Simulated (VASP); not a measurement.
# GaP (F-43m) in VASP: further runs

GaP is run at these levels: PBE+U, PBE; tasks: single point.

Program: VASP 6.6.1. These are calculated values, not measurements. Logs are shortened: lines on timing, memory, paths and dates and some standing lists are left out, and cuts for length are marked.

### 1 The cell of the first run

It takes space group F-43m (No. 216, cubic). The conventional cell has a = 5.452 Å, b = 5.452 Å, c = 5.452 Å, α = 90.00°, β = 90.00°, γ = 90.00°. Ga (site symmetry -43m) has 4 P at 2.36 Å within 3.1 Å. P (site symmetry -43m) has 4 Ga at 2.36 Å within 3.1 Å.

### 2 Single point, PBE+U

Input file INCAR:

```
  PREC = Accurate
  ENCUT = 500
  EDIFF = 1E-6
  ISMEAR = 0
  SIGMA = 0.1
  LREAL = F
  LASPH = T
  NELM = 200
  ALGO = Normal
  ISIF = 2
  LWAVE = F
  LCHARG = F
  LDAU = T
  LDAUTYPE = 2
  LDAUL = 2 -1
  LDAUU = 0.96 0
  LDAUJ = 0 0
  LDAUPRINT = 1
  GGA = PE
  NBANDS = 16
  GGA_COMPAT = F
```

Input file KPOINTS:

```
Automatic mesh
0
Gamma
  4 4 4
```

Input file POSCAR:

```
GaP
1.0
    0.0000000000      2.7258124945      2.7258124945
    2.7258124945      0.0000000000      2.7258124945
    2.7258124945      2.7258124945      0.0000000000
Ga P
1 1
Direct
    0.0000000000      0.0000000000      0.0000000000
    0.2500000000      0.2500000000      0.2500000000
```

Potentials or basis: VASP PAW PBE potentials, release 64 (Ga_d, P).

Launch:

```bash
$ cat potpaw_PBE.64/Ga_d/POTCAR potpaw_PBE.64/P/POTCAR > POTCAR
$ mpirun -np 1 vasp_std > vasp.out
```

OUTCAR:

```text
PREC = Accurate
   ENCUT = 500
   EDIFF = 1E-6
   ISMEAR = 0
   LREAL = F
   LASPH = T
   NELM = 200
   ISIF = 2
   GGA = PE

 ion  position               nearest neighbor table
   1  0.000  0.000  0.000-   2 2.36   2 2.36   2 2.36   2 2.36
   2  0.250  0.250  0.250-   1 2.36   1 2.36   1 2.36   1 2.36

  LATTYP: Found a face centered cubic cell.
 ALAT       =     5.4516249890

  Lattice vectors:

 A1 = (   0.0000000000,   2.7258124945,   2.7258124945)
 A2 = (   2.7258124945,   0.0000000000,   2.7258124945)
 A3 = (   2.7258124945,   2.7258124945,   0.0000000000)

Analysis of symmetry for initial positions (statically):
=====================================================================
 Subroutine PRICEL returns:
 Original cell was already a primitive cell.

 Routine SETGRP: Setting up the symmetry group for a
 face centered cubic supercell.

 Subroutine GETGRP returns: Found 24 space group operations
 (whereof 24 operations were pure point group operations)
 out of a pool of 48 trial point group operations.

The static configuration has the point symmetry T_d .

Analysis of symmetry for dynamics (positions and initial velocities):
=====================================================================
 Subroutine PRICEL returns:
 Original cell was already a primitive cell.

 Routine SETGRP: Setting up the symmetry group for a
 face centered cubic supercell.

 Subroutine GETGRP returns: Found 24 space group operations
 (whereof 24 operations were pure point group operations)
 out of a pool of 48 trial point group operations.

The dynamic configuration has the point symmetry T_d .

 Subroutine INISYM returns: Found 24 space group operations
 (whereof 24 operations are pure point group operations),
 and found     1 'primitive' translations

----------------------------------------------------------------------------------------

                                     Primitive cell

  volume of cell :      40.5059

  direct lattice vectors                    reciprocal lattice vectors
     0.000000000  2.725812494  2.725812494    -0.183431546  0.183431546  0.183431546
     2.725812494  0.000000000  2.725812494     0.183431546 -0.183431546  0.183431546
     2.725812494  2.725812494  0.000000000     0.183431546  0.183431546 -0.183431546

  length of vectors
     3.854880998  3.854880998  3.854880998     0.317712757  0.317712757  0.317712757

  position of ions in fractional coordinates (direct lattice)
     0.000000000  0.000000000  0.000000000
     0.250000000  0.250000000  0.250000000

  ion indices of the primitive-cell ions
   primitive index   ion index
                 1           1
                 2           2

----------------------------------------------------------------------------------------

 KPOINTS: Automatic mesh

Automatic generation of k-mesh.
 Grid dimensions read from file:
 generate k-points for:    4    4    4

 Generating k-lattice:

  Cartesian coordinates                     Fractional coordinates (reciprocal lattice)
    -0.045857887  0.045857887  0.045857887     0.250000000  0.000000000  0.000000000
     0.045857887 -0.045857887  0.045857887     0.000000000  0.250000000  0.000000000
     0.045857887  0.045857887 -0.045857887     0.000000000  0.000000000  0.250000000

  Length of vectors
     0.079428189  0.079428189  0.079428189

  Shift w.r.t. Gamma in fractional coordinates (k-lattice)
     0.000000000  0.000000000  0.000000000

 Subroutine IBZKPT returns following result:
 ===========================================

 Found      8 irreducible k-points:

 Following reciprocal coordinates:
            Coordinates               Weight
  0.000000  0.000000  0.000000      1.000000
  0.250000  0.000000  0.000000      8.000000
  0.500000  0.000000  0.000000      4.000000
  0.250000  0.250000  0.000000      6.000000
  0.500000  0.250000  0.000000     24.000000
 -0.250000  0.250000  0.000000     12.000000
  0.500000  0.500000  0.000000      3.000000
 -0.250000  0.500000  0.250000      6.000000
   k-points           NKPTS =      8   k-points in BZ     NKDIM =      8   number of bands    NBANDS=     16
   number of dos      NEDOS =    301   number of ions     NIONS =      2
   total plane-waves  NPLWV =  21952
   dimension x,y,z NGX =    28 NGY =   28 NGZ =   28
   dimension x,y,z NGXF=    56 NGYF=   56 NGZF=   56
   ions per type =               1   1
   NGX,Y,Z   is equivalent  to a cutoff of  12.08, 12.08, 12.08 a.u.
   NGXF,Y,Z  is equivalent  to a cutoff of  24.15, 24.15, 24.15 a.u.
 SYSTEM =  unknown system
   PREC   = accura    normal or accurate (medium, high low for compatibility)
   ISTART =      0    job   : 0-new  1-cont  2-samecut
   ICHARG =      2    charge: 1-file 2-atom 10-const
   ISPIN  =      1    spin polarized calculation?
   LNONCOLLINEAR =      F non collinear calculations
   LSORBIT =      F    spin-orbit coupling
   LASPH  =      T    aspherical Exc in radial PAW
   ENCUT  =  500.0 eV  36.75 Ry    6.06 a.u.   7.03  7.03  7.03*2*pi/ulx,y,z
   NELM   =    200;   NELMIN=  2; NELMDL= -5     # of ELM steps
   EDIFF  = 0.1E-05   stopping-criterion for ELM
   LREAL  =      F    real-space projection
   EDIFFG = 0.1E-04   stopping-criterion for IOM
   NSW    =      0    number of steps for IOM
   IBRION =     -1    ionic relax: 0-MD 1-quasi-New 2-CG
   NFREE  =      0    steps in history (QN), initial steepest desc. (CG)
   ISIF   =      2    stress and relaxation
   ISYM   =      2    0-nonsym 1-usesym 2-fastsym
   POTIM  = 0.5000    time-step for ionic-motion
   TEBEG  =    0.0;   TEEND  =   0.0 temperature during run
   PSTRESS=    0.0 pullay stress
   NELECT =      18.0000    total number of electrons
   NUPDOWN=      -1.0000    fix difference up-down
   EMIN   =  10.00;   EMAX   =-10.00  energy-range for DOS
   EFERMI =   0.00;   METHOD = LEGACY
   ISMEAR =     0;   SIGMA  =   0.10  broadening in eV -4-tet -1-fermi 0-gaus
   EFERMI_NEDOS =   21; number of points for ismear=-14 and -15
   IALGO  =     38    algorithm
   IMIX   =      4    mixing-type and parameters
     AMIX     =   0.40;   BMIX     =  1.00
     AMIX_MAG =   1.60;   BMIX_MAG =  1.00
  volume/ion in A,a.u.               =      20.25       136.67
  Fermi-wavevector in a.u.,A,eV,Ry     =   1.249280  2.360796 21.234610  1.560700
  Thomas-Fermi vector in A             =   2.383328
   LORBIT       =      0    0 simple, 1 ext, 2 COOP (PROOUT), +10 PAW based schemes
 LDA+U is selected, type is set to LDAUTYPE =  2
   angular momentum for each species LDAUL =     2   -1
   U (eV)           for each species LDAUU =   1.0  0.0
   J (eV)           for each species LDAUJ =   0.0  0.0
   GGA     = PE    functional components
   LHFCALC =     F    Hartree Fock is set to
   AEXX    =    0.0000 exact exchange contribution
   IVDW    =     0    specifies the selected vdW correction
   LEPSILON=     F    determine dielectric tensor
   LRPA    =     F    only Hartree local field effects (RPA)
 non-spin polarized calculation
 Gauss-broadening in eV      SIGMA  =   0.10
  energy-cutoff  :      500.00
  volume of cell :       40.51
 maximum number of plane-waves:      1056
   NGX = 13   NGY = 13   NGZ = 13

atom =   1  type =  1  l = 2

 onsite density matrix

spin component  1

  1.0087  0.0000 -0.0000  0.0000 -0.0000
  0.0000  1.0087 -0.0000  0.0000  0.0000
 -0.0000 -0.0000  0.9955  0.0000 -0.0000
  0.0000  0.0000  0.0000  1.0087  0.0000
 -0.0000  0.0000 -0.0000  0.0000  0.9955

spin component  2

  1.0087  0.0000 -0.0000  0.0000 -0.0000
  0.0000  1.0087 -0.0000  0.0000  0.0000
 -0.0000 -0.0000  0.9955  0.0000 -0.0000
  0.0000  0.0000  0.0000  1.0087  0.0000
 -0.0000  0.0000 -0.0000  0.0000  0.9955

 occupancies and eigenvectors

  o =  0.9955  v =  0.0000 -0.0000  0.1037 -0.0000 -0.9946  0.0000  0.0000  0.0000  0.0000  0.0000      0.0000  0.0000  0.0000  0.0000  0.0000  0.0000  0.0000  0.0000  0.0000  0.0000
  o =  0.9955  v =  0.0000  0.0000  0.0000  0.0000  0.0000  0.0000 -0.0000  0.1037 -0.0000 -0.9946      0.0000  0.0000  0.0000  0.0000  0.0000  0.0000  0.0000  0.0000  0.0000  0.0000
  o =  0.9955  v =  0.0000 -0.0000  0.9946 -0.0000  0.1037  0.0000  0.0000  0.0000  0.0000  0.0000      0.0000  0.0000  0.0000  0.0000  0.0000  0.0000  0.0000  0.0000  0.0000  0.0000
  o =  0.9955  v =  0.0000  0.0000  0.0000  0.0000  0.0000  0.0000 -0.0000  0.9946 -0.0000  0.1037      0.0000  0.0000  0.0000  0.0000  0.0000  0.0000  0.0000  0.0000  0.0000  0.0000
  o =  1.0087  v =  0.0000  0.0000  0.0000  0.0000  0.0000  0.0000 -0.7046  0.0000  0.7096  0.0000      0.0000  0.0000  0.0000  0.0000  0.0000  0.0000  0.0000  0.0000  0.0000  0.0000
  o =  1.0087  v =  0.0000 -0.7046  0.0000  0.7096  0.0000  0.0000  0.0000  0.0000  0.0000  0.0000      0.0000  0.0000  0.0000  0.0000  0.0000  0.0000  0.0000  0.0000  0.0000  0.0000
  o =  1.0087  v =  0.0000  0.0000  0.0000  0.0000  0.0000  0.0000 -0.7096 -0.0000 -0.7046  0.0000      0.0000  0.0000  0.0000  0.0000  0.0000  0.0000  0.0000  0.0000  0.0000  0.0000
  o =  1.0087  v =  0.0000 -0.7096 -0.0000 -0.7046  0.0000  0.0000  0.0000  0.0000  0.0000  0.0000      0.0000  0.0000  0.0000  0.0000  0.0000  0.0000  0.0000  0.0000  0.0000  0.0000
  o =  1.0087  v =  0.0000  0.0000  0.0000  0.0000  0.0000  1.0000  0.0000  0.0000  0.0000  0.0000      0.0000  0.0000  0.0000  0.0000  0.0000  0.0000  0.0000  0.0000  0.0000  0.0000
  o =  1.0087  v =  1.0000  0.0000  0.0000  0.0000  0.0000  0.0000  0.0000  0.0000  0.0000  0.0000      0.0000  0.0000  0.0000  0.0000  0.0000  0.0000  0.0000  0.0000  0.0000  0.0000

 number of electron      18.0000016 magnetization

 Free energy of the ion-electron system (eV)
  ---------------------------------------------------
  ext. energy  EPLUGINS =         0.00000000
  ---------------------------------------------------
  free energy    TOTEN  =        -8.99074188 eV

  energy without entropy =       -8.99074188  energy(sigma->0) =       -8.99074188

 E-fermi :   5.1426     XC(G=0):  -9.8065

 val. band max:        4.6593696971   @ k =   0.0000   0.0000   0.0000
 cond. band min:       6.2916971967   @ k =   0.5000   0.5000   0.0000
 fundamental gap:      1.6323274996
 Fermi energy:         5.1426368977

 k-point     1 :       0.0000    0.0000    0.0000
  band No.  band energies     occupation
      1     -10.3604      2.00000
      2     -10.3604      2.00000
      3     -10.3604      2.00000
      4     -10.2535      2.00000
      5     -10.2535      2.00000
      6      -7.7993      2.00000
[... 129 lines left out ...]
      3     -10.3017      2.00000
      4     -10.2695      2.00000
      5     -10.2448      2.00000
      6      -4.7589      2.00000
[... 8 lines left out ...]
     15      16.5409      0.00000
     16      18.4118      0.00000

------------------------ aborting loop because EDIFF is reached ----------------------------------------

  FORCE on cell =-STRESS in cart. coord.  units (eV):
  Direction    XX          YY          ZZ          XY          YZ          ZX
  --------------------------------------------------------------------------------------
  -------------------------------------------------------------------------------------
  Total        0.5885593      0.5885593      0.5885593     -0.0000000      0.0000000     -0.0000000
  in kB       23.2799957     23.2799957     23.2799957     -0.0000000      0.0000000     -0.0000000
  external PRESSURE =      23.2799957 kB  Pullay stress =       0.0000000 kB

 VOLUME and BASIS-vectors are now :
 -----------------------------------------------------------------------------
  energy-cutoff  :      500.00
  volume of cell :       40.51
      direct lattice vectors                 reciprocal lattice vectors
     0.000000000  2.725812494  2.725812494    -0.183431546  0.183431546  0.183431546
     2.725812494  0.000000000  2.725812494     0.183431546 -0.183431546  0.183431546
     2.725812494  2.725812494  0.000000000     0.183431546  0.183431546 -0.183431546

 POSITION                                       TOTAL-FORCE (eV/Angst)
 -----------------------------------------------------------------------------------
      0.00000      0.00000      0.00000         0.000000      0.000000      0.000000
      1.36291      1.36291      1.36291        -0.000000     -0.000000     -0.000000
 -----------------------------------------------------------------------------------
    total drift:                                0.000001      0.000001      0.000001

  FREE ENERGIE OF THE ION-ELECTRON SYSTEM (eV)
  ---------------------------------------------------
  free  energy   TOTEN  =        -8.9907418765 eV

  energy  without entropy=       -8.9907418765  energy(sigma->0) =       -8.99074188
```

Run time: 10 s. Hardware: 1 thread of Intel Xeon 8259CL, shared host; peak memory 0.15 GiB.

What came out:

- Free energy: -8.9907 eV
- Pressure: 2.3 GPa
- Band gap on the k mesh: 1.63 eV, indirect (least direct gap 1.85 eV)

Eigenvalues of the final occupation matrices:
```tsv
site	spin	trace	eigenvalues
site 1 d	1	5.02	1.00 1.00 1.01 1.01 1.01
site 1 d	2	5.02	1.00 1.00 1.01 1.01 1.01
```

Caveat: the k points lie up to 0.50 Å⁻¹ apart; the U is typed as a test and isn't derived for this compound.

(Continued in part 2 of 2.)
